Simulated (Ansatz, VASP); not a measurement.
One calculation of BiTe, two programs

INCAR

```
PREC = Accurate
ENCUT = 520
EDIFF = 1E-6
ISMEAR = 0
SIGMA = 0.1
LREAL = False
LASPH = True
NELM = 100
ALGO = Normal
ISIF = 2
LWAVE = False
LCHARG = False
GGA = PE
NBANDS = 29
```

The input KPOINTS:

```
regular mesh
0
Gamma
  12 12 8
```

Contents of POSCAR:

```
BiTe
1.0
    3.2511941624      3.2511941624      0.0000000000
   -3.2511941624      3.2511941624      0.0000000000
    0.0000000000      0.0000000000      6.4048524998
Bi Te
2 2
Direct
    0.0000000000      0.0000000000      0.0000000000
    0.5000000000      0.5000000000      0.5000000000
    0.5000000000      0.5000000000      0.0000000000
    0.0000000000      0.0000000000      0.5000000000
```

Input for Ansatz:

```yaml
crystal:
  lattice:
    - [3.2511941624, 3.2511941624, 0.0]
    - [-3.2511941624, 3.2511941624, 0.0]
    - [0.0, 0.0, 6.4048524998]
  atoms:
    - { symbol: Bi, position: [0.0, 0.0, 0.0] }
    - { symbol: Bi, position: [0.5, 0.5, 0.5] }
    - { symbol: Te, position: [0.5, 0.5, 0.0] }
    - { symbol: Te, position: [0.0, 0.0, 0.5] }
basis:
  ecutwfc: 420
kpoints:
  mp_grid: { grid: [12, 12, 8] }
hamiltonian:
  xc: pbe
scf:
  occupations: { method: gaussian, width: 0.1 }
output:
  forces: true
  stress: true
  eigenvalues: true
```

Change from the starting cell: strain along c alone, the other axes held, atoms relaxed: -1.5 %.

Alike in both runs: task single point; functional PBE; k mesh 12 × 12 × 8; occupations gaussian, width 0.1 eV; no spin polarisation.

```csv
,VASP,Ansatz
version,VASP 6.6.1,Ansatz 0.2.0
potentials or method,"VASP PAW PBE potentials, release 64 (Bi_d, Te), cutoff 520 eV","scalar-relativistic, plane waves, PAW"
valence electrons in the cell,42,62
```

```csv
,VASP,Ansatz,Ansatz less VASP
gap on the k mesh at the Fermi level (eV),none,none,-
pressure (GPa),0.7,0.7,+0.04
"traceless stress, the component that is largest in VASP (GPa)",1.02,1.02,-0.001
```

A gap of «none» marks a metal or a gap that the smearing closes. VASP's potentials hold 42 valence electrons a cell and Ansatz's 62, so a difference there can come from the potentials and not from the codes.

Spin-orbit coupling is off throughout.
